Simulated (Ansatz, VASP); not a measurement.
## One calculation of Re, two programs

```xyz
1
Lattice="0.0000 1.9466 1.9466 1.9466 0.0000 1.9466 1.9466 1.9466 0.0000" Properties=species:S:1:pos:R:3 pbc="T T T"
Re    0.0000    0.0000    0.0000
```

Alike in both runs: task single point; functional r2SCAN; k mesh 14 × 14 × 14; occupations fermi-dirac, width 0.08 eV; no spin polarisation.

```csv
,VASP,Ansatz
version,VASP 6.6.1,Ansatz 0.2.0
potentials or method,"VASP PAW PBE potentials, release 64 (Re)","PAW with Ansatz's default frozen-core files, scalar-relativistic"
plane-wave cutoff (eV),520,500
valence electrons in the cell,7,15
```

|  | VASP | Ansatz | Ansatz less VASP |
| --- | --- | --- | --- |
| pressure (GPa) | 0.0 | 0.0 | 0.00 |

VASP's potentials were made for PBE, not for r2SCAN. VASP's potentials hold 7 valence electrons a cell and Ansatz's 15, so a difference there can come from the potentials and not from the codes. Ansatz's warnings: optics on partly filled bands.

Neither program's run includes spin-orbit coupling.
